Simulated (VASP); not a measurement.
# BN (P6_3/mmc) in VASP: a series of runs, part 2 of 2

VASP 6.6.1.

## (5) Single point, LDA (volume 9.125 Å^3 an atom, c/a of the conventional cell 2.4281)

Input file INCAR:

```
SYSTEM = BN
PREC = Accurate ; ENCUT = 520
EDIFF = 1E-6 ; ISMEAR = 0
SIGMA = 0.05 ; LREAL = .False.
LASPH = .True. ; NELM = 60
ALGO = Normal ; ISIF = 2
LWAVE = .False. ; LCHARG = .True.
LELF = .True. ; LVHAR = .True.
NBANDS = 16
```

Input file KPOINTS:

```
Automatic mesh
0
Gamma
  12 12 4
  0 0 0
```

Input file POSCAR:

```
BN
1.0
    2.5891977519      0.0000000000      0.0000000000
   -1.2945988760      2.2423110286      0.0000000000
    0.0000000000      0.0000000000      6.2868310614
B N
2 2
Direct
    0.3333333333      0.6666666667      0.2500000000
    0.6666666667      0.3333333333      0.7500000000
    0.3333333333      0.6666666667      0.7500000000
    0.6666666667      0.3333333333      0.2500000000
```

Potentials or basis: VASP PAW LDA potentials, release 64 (B, N).

Command:

```sh
cat potpaw_LDA.64/B/POTCAR potpaw_LDA.64/N/POTCAR > POTCAR
mpirun -np 1 vasp_std > vasp.out
```

OUTCAR:

```text
SYSTEM = BN
   PREC = Accurate
   ENCUT = 520
   EDIFF = 1E-6
   ISMEAR = 0
   LREAL = .False.
   LASPH = .True.
   NELM = 60
   ISIF = 2

 ion  position               nearest neighbor table
   1  0.333  0.667  0.250-   4 1.49   4 1.49   4 1.49
   2  0.667  0.333  0.750-   3 1.49   3 1.49   3 1.49
   3  0.333  0.667  0.750-   2 1.49   2 1.49   2 1.49
   4  0.667  0.333  0.250-   1 1.49   1 1.49   1 1.49

  LATTYP: Found a hexagonal cell.
 ALAT       =     2.5891977519
 C/A-ratio  =     2.4281000000

  Lattice vectors:

 A1 = (   2.5891977519,   0.0000000000,   0.0000000000)
 A2 = (  -1.2945988760,   2.2423110286,   0.0000000000)
 A3 = (   0.0000000000,   0.0000000000,   6.2868310614)

Analysis of symmetry for initial positions (statically):
=====================================================================
 Subroutine PRICEL returns:
 Original cell was already a primitive cell.

 Routine SETGRP: Setting up the symmetry group for a
 hexagonal supercell.

 Subroutine GETGRP returns: Found 24 space group operations
 (whereof 12 operations were pure point group operations)
 out of a pool of 24 trial point group operations.

The static configuration has the point symmetry D_3d.
 The point group associated with its full space group is D_6h.

Analysis of symmetry for dynamics (positions and initial velocities):
=====================================================================
 Subroutine PRICEL returns:
 Original cell was already a primitive cell.

 Routine SETGRP: Setting up the symmetry group for a
 hexagonal supercell.

 Subroutine GETGRP returns: Found 24 space group operations
 (whereof 12 operations were pure point group operations)
 out of a pool of 24 trial point group operations.

The dynamic configuration has the point symmetry D_3d.
 The point group associated with its full space group is D_6h.

 Subroutine INISYM returns: Found 24 space group operations
 (whereof 12 operations are pure point group operations),
 and found     1 'primitive' translations

----------------------------------------------------------------------------------------

                                     Primitive cell

  volume of cell :      36.5000

  direct lattice vectors                    reciprocal lattice vectors
     2.589197752  0.000000000  0.000000000     0.386220017  0.222984231  0.000000000
    -1.294598876  2.242311029  0.000000000     0.000000000  0.445968462  0.000000000
     0.000000000  0.000000000  6.286831061     0.000000000  0.000000000  0.159062649

  length of vectors
     2.589197752  2.589197752  6.286831061     0.445968462  0.445968462  0.159062649

  position of ions in fractional coordinates (direct lattice)
     0.333333333  0.666666667  0.250000000
     0.666666667  0.333333333  0.750000000
     0.333333333  0.666666667  0.750000000
     0.666666667  0.333333333  0.250000000

  ion indices of the primitive-cell ions
   primitive index   ion index
                 1           1
                 2           2
                 3           3
                 4           4

----------------------------------------------------------------------------------------

 KPOINTS: Automatic mesh

Automatic generation of k-mesh.
 Grid dimensions read from file:
 generate k-points for:   12   12    4

 Generating k-lattice:

[... 21 lines left out ...]
  0.250000  0.000000  0.000000      6.000000
  0.333333  0.000000  0.000000      6.000000
  0.416667  0.000000  0.000000      6.000000
[... 16 lines left out ...]
  0.250000  0.000000  0.250000     12.000000
  0.333333  0.000000  0.250000     12.000000
 [... further k-points ...]
   k-points           NKPTS =     57   k-points in BZ     NKDIM =     57   number of bands    NBANDS=     16
   number of dos      NEDOS =    301   number of ions     NIONS =      4
   total plane-waves  NPLWV =  19200
   dimension x,y,z NGX =    20 NGY =   20 NGZ =   48
   dimension x,y,z NGXF=    40 NGYF=   40 NGZF=   96
   ions per type =               2   2
   NGX,Y,Z   is equivalent  to a cutoff of  12.84, 12.84, 12.69 a.u.
   NGXF,Y,Z  is equivalent  to a cutoff of  25.68, 25.68, 25.39 a.u.
 SYSTEM =  BN
   PREC   = accura    normal or accurate (medium, high low for compatibility)
   ISTART =      0    job   : 0-new  1-cont  2-samecut
   ICHARG =      2    charge: 1-file 2-atom 10-const
   ISPIN  =      1    spin polarized calculation?
   LNONCOLLINEAR =      F non collinear calculations
   LSORBIT =      F    spin-orbit coupling
   LASPH  =      T    aspherical Exc in radial PAW
   ENCUT  =  520.0 eV  38.22 Ry    6.18 a.u.   4.81  4.81 11.69*2*pi/ulx,y,z
   NELM   =     60;   NELMIN=  2; NELMDL= -5     # of ELM steps
   EDIFF  = 0.1E-05   stopping-criterion for ELM
   LREAL  =      F    real-space projection
   EDIFFG = 0.1E-04   stopping-criterion for IOM
   NSW    =      0    number of steps for IOM
   IBRION =     -1    ionic relax: 0-MD 1-quasi-New 2-CG
   NFREE  =      0    steps in history (QN), initial steepest desc. (CG)
   ISIF   =      2    stress and relaxation
   ISYM   =      2    0-nonsym 1-usesym 2-fastsym
   POTIM  = 0.5000    time-step for ionic-motion
   TEBEG  =    0.0;   TEEND  =   0.0 temperature during run
   PSTRESS=    0.0 pullay stress
   NELECT =      16.0000    total number of electrons
   NUPDOWN=      -1.0000    fix difference up-down
   EMIN   =  10.00;   EMAX   =-10.00  energy-range for DOS
   EFERMI =   0.00;   METHOD = LEGACY
   ISMEAR =     0;   SIGMA  =   0.05  broadening in eV -4-tet -1-fermi 0-gaus
   EFERMI_NEDOS =   21; number of points for ismear=-14 and -15
   IALGO  =     38    algorithm
   IMIX   =      4    mixing-type and parameters
     AMIX     =   0.40;   BMIX     =  1.00
     AMIX_MAG =   1.60;   BMIX_MAG =  1.00
  volume/ion in A,a.u.               =       9.12        61.58
  Fermi-wavevector in a.u.,A,eV,Ry     =   1.243609  2.350080 21.042273  1.546563
  Thomas-Fermi vector in A             =   2.377912
   LORBIT       =      0    0 simple, 1 ext, 2 COOP (PROOUT), +10 PAW based schemes
   GGA     = CA    functional components
   LHFCALC =     F    Hartree Fock is set to
   AEXX    =    0.0000 exact exchange contribution
   IVDW    =     0    specifies the selected vdW correction
   LEPSILON=     F    determine dielectric tensor
   LRPA    =     F    only Hartree local field effects (RPA)
 non-spin polarized calculation
 Gauss-broadening in eV      SIGMA  =   0.05
  energy-cutoff  :      520.00
  volume of cell :       36.50
 maximum number of plane-waves:      1002
 NGX is ok and might be reduce to    20
   NGX =  9   NGY =  9   NGZ = 23

 number of electron      16.0000001 magnetization

 Free energy of the ion-electron system (eV)
  ---------------------------------------------------
  ext. energy  EPLUGINS =         0.00000000
  ---------------------------------------------------
  free energy    TOTEN  =       -38.23191097 eV

  energy without entropy =      -38.23191097  energy(sigma->0) =      -38.23191097

 E-fermi :   2.4954     XC(G=0): -10.6398

 val. band max:        2.2464589424   @ k =   0.3333   0.2500   0.0000
 cond. band min:       6.0412315545   @ k =   0.5000   0.0000   0.0000
 fundamental gap:      3.7947726121
 Fermi energy:         2.4954336604

 k-point     1 :       0.0000    0.0000    0.0000
  band No.  band energies     occupation
      1     -14.9178      2.00000
      2     -14.4361      2.00000
      3      -3.9482      2.00000
      4      -1.0330      2.00000
      5       0.7212      2.00000
      6       0.7212      2.00000
[... 433 lines left out ...]
      3      -4.4850      2.00000
      4      -4.3735      2.00000
      5      -1.3265      2.00000
      6      -1.2418      2.00000
[... 8 lines left out ...]
     15      18.0185      0.00000
     16      19.0523      0.00000

 [... further k-points ...]

------------------------ aborting loop because EDIFF is reached ----------------------------------------

  FORCE on cell =-STRESS in cart. coord.  units (eV):
  Direction    XX          YY          ZZ          XY          YZ          ZX
  --------------------------------------------------------------------------------------
  -------------------------------------------------------------------------------------
  Total       -8.7043741     -8.7043741      0.1170705      0.0000000     -0.0000000      0.0000000
  in kB     -382.0808435   -382.0808436      5.1388433      0.0000000     -0.0000000      0.0000000
  external PRESSURE =    -253.0076146 kB  Pullay stress =       0.0000000 kB

 VOLUME and BASIS-vectors are now :
 -----------------------------------------------------------------------------
  energy-cutoff  :      520.00
  volume of cell :       36.50
      direct lattice vectors                 reciprocal lattice vectors
     2.589197752  0.000000000  0.000000000     0.386220017  0.222984231  0.000000000
    -1.294598876  2.242311029  0.000000000     0.000000000  0.445968462  0.000000000
     0.000000000  0.000000000  6.286831061     0.000000000  0.000000000  0.159062649

 POSITION                                       TOTAL-FORCE (eV/Angst)
 -----------------------------------------------------------------------------------
     -0.00000      1.49487      1.57171         0.000000     -0.000000      0.000000
      1.29460      0.74744      4.71512         0.000000      0.000000      0.000000
     -0.00000      1.49487      4.71512        -0.000000      0.000000      0.000000
      1.29460      0.74744      1.57171         0.000000      0.000000      0.000000
 -----------------------------------------------------------------------------------
    total drift:                                0.000000     -0.000000      0.000000

  FREE ENERGIE OF THE ION-ELECTRON SYSTEM (eV)
  ---------------------------------------------------
  free  energy   TOTEN  =       -38.2319109676 eV

  energy  without entropy=      -38.2319109676  energy(sigma->0) =      -38.23191097
```

It took 43 s on 1 thread of Intel Xeon 8259CL, shared host; peak memory 0.15 GiB.

What came out:

| Quantity | Value |
| --- | --- |
| Free energy | -38.2319 eV |
| Pressure | -25.3 GPa |
| Band gap on the k mesh | 3.79 eV, indirect (least direct gap 4.07 eV) |

Stress tensor (GPa, compression positive):
```
-38.21   0.00   0.00
  0.00 -38.21   0.00
  0.00   0.00   0.51
```

Levels at points of the mesh, in eV from the valence-band top:
| k point | band 4 | band 5 | band 6 | band 7 | band 8 | band 9 | band 10 | band 11 | band 12 | band 13 |
| --- | --- | --- | --- | --- | --- | --- | --- | --- | --- | --- |
| (0.00, 0.00, 0.00) | -3.28 | -1.53 | -1.53 | -1.45 | -1.45 | 5.23 | 10.11 | 10.50 | 10.50 | 10.71 |
| (0.50, 0.00, 0.00) | -8.45 | -4.10 | -3.97 | -1.69 | -0.28 | 3.79 | 5.52 | 8.57 | 8.74 | 12.13 |
| (0.00, 0.00, 0.50) | -4.93 | -1.49 | -1.49 | -1.49 | -1.49 | 7.74 | 7.74 | 10.60 | 10.60 | 10.60 |
| (0.50, 0.00, 0.50) | -8.53 | -4.04 | -4.04 | -0.93 | -0.93 | 4.28 | 4.28 | 8.85 | 8.85 | 12.94 |

## (6) Single point, LDA (volume 9.125 Å^3 an atom, c/a of the conventional cell 2.5481)

Input file INCAR:

```
ALGO = Normal
EDIFF = 1E-6
ENCUT = 520
GGA = CA
ISIF = 2
ISMEAR = 0
LASPH = True
LCHARG = False
LREAL = False
LWAVE = False
NBANDS = 16
NELM = 80
PREC = Accurate
SIGMA = 0.05
```

Input file KPOINTS:

```
k-points
0
Gamma
  12 12 4
```

Input file POSCAR:

```
BN
1.0
    2.5478973179      0.0000000000      0.0000000000
   -1.2739486590      2.2065438035      0.0000000000
    0.0000000000      0.0000000000      6.4922971558
B N
2 2
Direct
    0.3333333333      0.6666666667      0.2500000000
    0.6666666667      0.3333333333      0.7500000000
    0.3333333333      0.6666666667      0.7500000000
    0.6666666667      0.3333333333      0.2500000000
```

Potentials or basis: VASP PAW LDA potentials, release 64 (B, N).

Command:

```sh
cat potpaw_LDA.64/B/POTCAR potpaw_LDA.64/N/POTCAR > POTCAR
mpirun -np 1 vasp_std > vasp.out
```

OUTCAR:

```text
EDIFF = 1E-6
   ENCUT = 520
   GGA = CA
   ISIF = 2
   ISMEAR = 0
   LASPH = True
   LREAL = False
   NELM = 80
   PREC = Accurate

 ion  position               nearest neighbor table
   1  0.333  0.667  0.250-   4 1.47   4 1.47   4 1.47
   2  0.667  0.333  0.750-   3 1.47   3 1.47   3 1.47
   3  0.333  0.667  0.750-   2 1.47   2 1.47   2 1.47
   4  0.667  0.333  0.250-   1 1.47   1 1.47   1 1.47

  LATTYP: Found a hexagonal cell.
[... 656 lines left out ...]

  FORCE on cell =-STRESS in cart. coord.  units (eV):
  Direction    XX          YY          ZZ          XY          YZ          ZX
  --------------------------------------------------------------------------------------
  -------------------------------------------------------------------------------------
  Total       -5.3199242     -5.3199242     -0.0694318      0.0000000     -0.0000000      0.0000000
  in kB     -233.5195054   -233.5195054     -3.0477263      0.0000000     -0.0000000      0.0000000
  external PRESSURE =    -156.6955790 kB  Pullay stress =       0.0000000 kB

 VOLUME and BASIS-vectors are now :
 -----------------------------------------------------------------------------
  energy-cutoff  :      520.00
  volume of cell :       36.50
      direct lattice vectors                 reciprocal lattice vectors
     2.547897318  0.000000000  0.000000000     0.392480495  0.226598719  0.000000000
    -1.273948659  2.206543803  0.000000000     0.000000000  0.453197439  0.000000000
     0.000000000  0.000000000  6.492297156     0.000000000  0.000000000  0.154028686

 POSITION                                       TOTAL-FORCE (eV/Angst)
 -----------------------------------------------------------------------------------
     -0.00000      1.47103      1.62307        -0.000000      0.000000      0.000000
      1.27395      0.73551      4.86922        -0.000000     -0.000000      0.000000
     -0.00000      1.47103      4.86922         0.000000      0.000000      0.000000
      1.27395      0.73551      1.62307         0.000000      0.000000      0.000000
 -----------------------------------------------------------------------------------
    total drift:                               -0.000000      0.000000      0.000000

  FREE ENERGIE OF THE ION-ELECTRON SYSTEM (eV)
  ---------------------------------------------------
  free  energy   TOTEN  =       -38.4590384583 eV

  energy  without entropy=      -38.4590384583  energy(sigma->0) =      -38.45903846
```

OSZICAR:

```text
N       E                     dE             d eps       ncg     rms          rms(c)
DAV:   1     0.404801462737E+02    0.40480E+02   -0.78822E+03  1824   0.921E+02
DAV:   2    -0.391615485245E+02   -0.79642E+02   -0.72554E+02  2544   0.205E+02
DAV:   3    -0.420003335038E+02   -0.28388E+01   -0.28265E+01  2320   0.376E+01
DAV:   4    -0.420156840461E+02   -0.15351E-01   -0.15349E-01  2296   0.316E+00
DAV:   5    -0.420158215020E+02   -0.13746E-03   -0.13745E-03  2320   0.278E-01    0.106E+01
DAV:   6    -0.388526122624E+02    0.31632E+01   -0.54783E+00  2176   0.175E+01    0.453E+00
DAV:   7    -0.385696886061E+02    0.28292E+00   -0.37560E-01  2472   0.432E+00    0.288E+00
DAV:   8    -0.384648433986E+02    0.10485E+00   -0.25957E-01  2368   0.335E+00    0.478E-01
DAV:   9    -0.384590438002E+02    0.57996E-02   -0.15270E-02  2160   0.950E-01    0.169E-01
DAV:  10    -0.384590261459E+02    0.17654E-04   -0.73356E-04  2352   0.196E-01    0.254E-02
DAV:  11    -0.384590388434E+02   -0.12698E-04   -0.24614E-05  2312   0.403E-02    0.155E-02
DAV:  12    -0.384590384583E+02    0.38513E-06   -0.54644E-06  2176   0.163E-02
   1 F= -.38459038E+02 E0= -.38459038E+02  d E =-.477509E-13
```

Run time: 42 s. Hardware: 1 thread of Intel Xeon 8259CL, shared host; peak memory 0.15 GiB.

Results:

```yaml
Free_energy: -38.4590 eV
Pressure: -15.7 GPa
Band_gap_on_the_k_mesh: 3.93 eV, indirect (least direct gap 4.29 eV)
```

 A k mesh can miss the band edges.

## (7) Summary

| cell | gap on the mesh (eV) | pressure (GPa) |
| --- | --- | --- |
| a = 2.508, b = 2.508, c = 6.547 Å, angles 90.0, 90.0, 120.0°, 4 atoms | 4.03 | -5.2 |
| a = 2.590, b = 2.590, c = 6.139 Å, angles 90.0, 90.0, 120.0°, 4 atoms | 3.77 | -25.7 |
| a = 2.428, b = 2.428, c = 7.150 Å, angles 90.0, 90.0, 120.0°, 4 atoms | 4.34 | 18.9 |
| a = 2.589, b = 2.589, c = 6.287 Å, angles 90.0, 90.0, 120.0°, 4 atoms | 3.79 | -25.3 |
| a = 2.548, b = 2.548, c = 6.492 Å, angles 90.0, 90.0, 120.0°, 4 atoms | 3.93 | -15.7 |

Alike in all rows: task single point; level LDA; potentials or basis VASP PAW LDA potentials, release 64 (B, N); no spin polarisation; k mesh 12 × 12 × 4; cutoff (eV) 520; smearing gaussian 0.05 eV.

Total energies depend on the potentials used, so only differences within one code and one set of settings carry meaning.
